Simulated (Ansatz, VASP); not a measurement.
# One calculation of PbS, two programs

INCAR

```
SYSTEM = PbS
PREC = Accurate
ENCUT = 520
EDIFF = 1E-6
ISMEAR = 0
SIGMA = 0.02
LREAL = .False.
LASPH = .True.
NELM = 100
ALGO = Normal
ISIF = 2
LWAVE = .False.
LCHARG = .False.
GGA = PE
NBANDS = 28
```

Contents of KPOINTS:

```
Automatic mesh
0
Gamma
  4 6 6
  0 0 0
```

POSCAR

```
PbS
1.0
   11.0083632901      0.0000000000      0.0000000000
    0.0000000000      3.0252554365      2.7976720904
    0.0000000000     -3.0252554365      2.7976720904
Pb S
2 2
Direct
    0.6338442655      0.2957346612      0.7957346612
    0.3661557345      0.7957346612      0.2957346612
    0.6189399743      0.7252653388      0.2252653388
    0.3810600257      0.2252653388      0.7252653388
```

Input for Ansatz:

```yaml
crystal:
  lattice:
    - [11.0083632901, 0.0, 0.0]
    - [0.0, 3.0252554365, 2.7976720904]
    - [0.0, -3.0252554365, 2.7976720904]
  atoms:
    - { symbol: Pb, position: [0.6338442655, 0.2957346612, 0.7957346612] }
    - { symbol: Pb, position: [0.3661557345, 0.7957346612, 0.2957346612] }
    - { symbol: S, position: [0.6189399743, 0.7252653388, 0.2252653388] }
    - { symbol: S, position: [0.3810600257, 0.2252653388, 0.7252653388] }
basis:
  ecutwfc: 420
kpoints:
  mp_grid: { grid: [4, 6, 6] }
hamiltonian:
  xc: pbe
scf:
  occupations: { method: gaussian, width: 0.02 }
output:
  forces: true
  stress: true
  eigenvalues: true
```

Alike in both runs: task single point; functional PBE; k mesh 4 × 6 × 6; occupations gaussian, width 0.02 eV; no spin polarisation.

|  | VASP | Ansatz |
| --- | --- | --- |
| version | VASP 6.6.1 | Ansatz 0.2.0 |
| potentials or method | VASP PAW PBE potentials, release 64 (Pb_d, S), cutoff 520 eV | scalar-relativistic, plane waves, PAW |
| valence electrons in the cell | 40 | 40 |

```csv
,VASP,Ansatz,Ansatz less VASP
gap on the k mesh at the Fermi level (eV),1.72,1.73,+0.007
least direct gap on the mesh (eV),2.03,2.04,+0.005
rms of the force components (eV/Å),1.233,1.240,+0.0068
```

Atom by atom the forces differ by 0.007 eV/Å (rms over components).

Neither program's run includes spin-orbit coupling.
